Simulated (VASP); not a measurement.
AlNi3: single point with PBE

AlNi3:

```
CELL_PARAMETERS angstrom
3.49387 0.00000 0.00000
0.00000 3.49387 0.00000
0.00000 0.00000 3.49387
ATOMIC_POSITIONS crystal
Al 0.00000 0.00000 0.00000
Ni 0.00000 0.50000 0.50000
Ni 0.50000 0.00000 0.50000
Ni 0.50000 0.50000 0.00000
```

| Property | Result |
| --- | --- |
| Program | VASP 6.6.1 |
| Task | single point |
| Functional | PBE |
| Potentials or basis | VASP PAW PBE potentials, release 64 (Al, Ni) |
| Cutoff | 520 eV |
| k mesh | 12 × 12 × 12 |
| Occupations | gaussian, width 0.1 eV |
| Spin | collinear spin, ferromagnetic start |
| Starting moments | [0.0, 0.3, 0.3, 0.3] μB |
| Dipole correction | no |
| Further INCAR settings | ALGO = Normal; EDIFF = 1e-07; NBANDS = 28 |

The pressure is 12.9 GPa and the net moment is 0.68 μB per cell. The site moments are Al -0.01; Ni +0.24 μB. The valence electrons inside the program's atomic spheres are Al 0.83; Ni 9.50.

Levels at points of the mesh, in eV from the Fermi level:
Spin up:
| k point | band 13 | band 14 | band 15 | band 16 | band 17 | band 18 | band 19 | band 20 | band 21 | band 22 |
| --- | --- | --- | --- | --- | --- | --- | --- | --- | --- | --- |
| (0.00, 0.00, 0.00) | -0.26 | -0.06 | -0.06 | -0.06 | 0.88 | 0.88 | 0.88 | 6.87 | 6.87 | 7.82 |
| (0.50, 0.00, 0.00) | -1.29 | -1.24 | -1.10 | -0.52 | -0.05 | 5.77 | 5.77 | 5.78 | 5.78 | 6.63 |
| (0.50, 0.50, 0.00) | -1.39 | -1.27 | -1.03 | -1.02 | -0.61 | 0.92 | 0.92 | 8.43 | 8.43 | 8.56 |
| (0.50, 0.50, 0.50) | -1.38 | -1.13 | -1.13 | -0.25 | -0.25 | -0.25 | -0.25 | 3.74 | 4.29 | 4.29 |
Spin down:
```tsv
k point	band 13	band 14	band 15	band 16	band 17	band 18	band 19	band 20
(0.00, 0.00, 0.00)	0.01	0.36	0.36	0.36	0.85	0.85	0.85	6.95
(0.50, 0.00, 0.00)	-1.00	-1.00	-0.88	-0.35	0.36	5.82	5.82	5.83
(0.50, 0.50, 0.00)	-1.22	-1.16	-0.84	-0.64	-0.49	1.20	1.20	8.47
(0.50, 0.50, 0.50)	-1.25	-0.96	-0.96	-0.27	0.11	0.11	0.11	3.83
```

Run time: 8.1 min on 1 thread of Intel Xeon 8259CL, with other jobs on the host, peak memory 0.28 GiB.

Caveat: the cell stands under pressure.
